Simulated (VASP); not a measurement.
Runs of VASP 6.6.1 on NaCl. The structure is that of space group Fm-3m (No. 225), or close to it. The cells are those of the table. 

```csv
cell,k mesh,smearing,gap on the mesh (eV),pressure (GPa)
"a = 3.960 Å, angles 60.4°, 2 atoms",4 × 4 × 4,gaussian 0.01 eV,5.13,(b)
"a = 3.964, b = 3.964, c = 3.954 Å, angles 60.1, 60.1, 60.2°, 2 atoms",4 × 4 × 4,gaussian 0.01 eV,5.17,1.3
"a = 4.043 Å, angles 58.7°, 2 atoms",8 × 8 × 8,fermi-dirac 0.02 eV,5.02,(a)
"a = 3.930, b = 3.930, c = 3.845 Å, angles 60.7, 60.7, 58.6°, 2 atoms",4 × 4 × 4,gaussian 0.01 eV,5.36,3.0
"a = 3.964 Å, angles 60.0°, 2 atoms",4 × 4 × 4,gaussian 0.01 eV,5.18,1.3
```

Alike in all rows: task single point; level PBE; potentials or basis VASP PAW PBE potentials, release 64 (Na_pv, Cl); no spin polarisation; cutoff (eV) 520.

Q: Fill in the values left out.

A: (a) 0.4; (b) 1.1.

Caveats: some runs use coarse meshes.

A k mesh can miss the band edges.
